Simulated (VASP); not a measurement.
Here is a VASP 6.6.1 calculation.

The input INCAR:

```
ALGO     = Normal         # electronic algorithm
EDIFF    = 1E-6           # SCF threshold, eV
ENCUT    = 520            # plane-wave cutoff, eV
GGA      = PE             # functional
ISIF     = 2              # what is computed and relaxed
ISMEAR   = 0              # smearing method
LASPH    = T              # aspherical terms in the spheres
LCHARG   = T              # write CHGCAR
LELF     = T              # ELF
LREAL    = F              # projectors in reciprocal space
LVHAR    = T            
LWAVE    = F              # write WAVECAR
NBANDS   = 28             # bands
NELM     = 100            # most SCF steps
PREC     = Accurate       # precision mode
SIGMA    = 0.02           # smearing width, eV
```

The input KPOINTS:

```
k-points
0
Gamma
  6 6 6
```

POSCAR

```
PbSe
1.0
    0.0000000000     11.9299942859      3.0938125270
    3.1399468755      0.0000000000      3.0938125270
    3.1399468755     11.9299942859      0.0000000000
Pb Se
2 2
Direct
    0.2004075937      0.8069693093      0.1930306907
    0.8069693093      0.2004075937      0.7995924063
    0.6547083620      0.3039157350      0.6960842650
    0.3039157350      0.6547083620      0.3452916380
```

Potentials or basis: VASP PAW PBE potentials, release 64 (Pb_d, Se).

The run is started by

```console
$ cat potpaw_PBE.64/Pb_d/POTCAR potpaw_PBE.64/Se/POTCAR > POTCAR
$ mpirun -np 1 vasp_std > vasp.out
```

Q: What does it give for the pressure?

A: -1.1 GPa.

Q: Predict the band gap on the k mesh.

A: 1.39 eV.

Q: Predict the largest force.

A: 0.694 eV/Å.

Stress tensor (GPa, compression positive):
```
-1.26  0.00  0.00
 0.00 -1.88  0.00
 0.00  0.00 -0.26
```

Caveat: the cell differs from its parent crystal (strained and its atoms moved); spin-orbit coupling is left out, which moves the levels of the heavy elements. A k mesh can miss the band edges.
